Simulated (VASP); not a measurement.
Runs of VASP 6.6.1 on Os. The structure is that of space group P6_3/mmc (No. 194), or close to it. The cells are those of the table. 

```tsv
task	cell	k mesh	cutoff (eV)	gap on the mesh (eV)	pressure (GPa)
single point	a = 2.650, b = 2.650, c = 4.175 Å, angles 90.0, 90.0, 120.0°, 2 atoms	21 × 21 × 12	520	none	(b)
single point	a = 2.837, b = 2.837, c = 4.470 Å, angles 90.0, 90.0, 120.0°, 2 atoms	21 × 21 × 12	520	none	-25.0
relaxation of cell and atoms	relaxed from a = 2.735, b = 2.735, c = 4.319 Å, angles 90.0, 90.0, 120.0°, 2 atoms	13 × 13 × 7	600	none	0.0
single point	a = 2.765, b = 2.765, c = 4.357 Å, angles 90.0, 90.0, 120.0°, 2 atoms	13 × 13 × 7	520	none	-0.5
single point	a = 2.872, b = 2.872, c = 4.525 Å, angles 90.0, 90.0, 120.0°, 2 atoms	21 × 21 × 12	520	none	-33.5
single point	a = 2.690, b = 2.690, c = 4.238 Å, angles 90.0, 90.0, 120.0°, 2 atoms	21 × 21 × 12	520	none	39.4
single point	a = 2.802, b = 2.802, c = 4.414 Å, angles 90.0, 90.0, 120.0°, 2 atoms	21 × 21 × 12	520	none	(a)
single point	a = 2.765, b = 2.765, c = 4.357 Å, angles 90.0, 90.0, 120.0°, 2 atoms	21 × 21 × 12	520	none	-0.4
single point	a = 2.728, b = 2.728, c = 4.298 Å, angles 90.0, 90.0, 120.0°, 2 atoms	21 × 21 × 12	520	none	17.1
```

Alike in all rows: level RPBE; potentials or basis VASP PAW PBE potentials, release 64 (Os); no spin polarisation; smearing fermi-dirac 0.1 eV.

**Question.** Estimate the missing entries.

**Answer.** (a) -14.2; (b) 67.7.

Caveats: the PAW data sets were made with another functional, which shifts forces and pressure a little; spin-orbit coupling is left out, which moves the levels of the heavy elements; the cell stands under tension (at least some runs); the cell stands under pressure (at least some runs); the stress differs along the axes, from 66 to 72 GPa (at least some runs).

A k mesh can miss the band edges, and the runs leave out spin-orbit coupling on Os.

A gap of «none» marks levels without a gap at the run's occupations.
